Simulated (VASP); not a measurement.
Wanted: the native input for a VASP 6.6.1 run.

| Property | Result |
| --- | --- |
| Task | single point |
| Functional | PBEsol |
| Potentials or basis | VASP PAW PBE potentials, release 64 (Lu, Se) |
| Cutoff | 520 eV |
| k mesh | 7 × 7 × 7 |
| Occupations | fermi-dirac, width 0.1 eV |
| Spin | no spin polarisation |
| Dipole correction | no |
| Further INCAR settings | ALGO = Normal; EDIFF = 1e-06; NBANDS = 22 |

The structure of LuSe lies in POSCAR:

```
LuSe
1.0
    0.0000000000      2.7880000000      2.7880000000
    2.7880000000      0.0000000000      2.7880000000
    2.7880000000      2.7880000000      0.0000000000
Lu Se
1 1
Direct
    0.0000000000      0.0000000000      0.0000000000
    0.5000000000      0.5000000000      0.5000000000
```

The input as run:

INCAR

```
SYSTEM = LuSe
ALGO = Normal ; EDIFF = 1E-6
ENCUT = 520 ; GGA = PS
ISIF = 2 ; ISMEAR = -1
LASPH = .TRUE. ; LCHARG = .FALSE.
LREAL = .FALSE. ; LWAVE = .FALSE.
NBANDS = 22 ; NELM = 60
PREC = Accurate ; SIGMA = 0.1
```

KPOINTS

```
k-points
0
G
  7 7 7
  0 0 0
```

Potentials or basis: VASP PAW PBE potentials, release 64 (Lu, Se).

Run with:

```bash
$ cat potpaw_PBE.64/Lu/POTCAR potpaw_PBE.64/Se/POTCAR > POTCAR
$ mpirun -np 1 vasp_std > vasp.out
```

Results of the run:

```
Pressure : -0.7 GPa
```

Caveat: the PAW data sets were made with another functional, which shifts forces and pressure a little.

It took 56 s on 1 thread of AMD EPYC 7R13, on a shared host, peak memory 0.16 GiB.
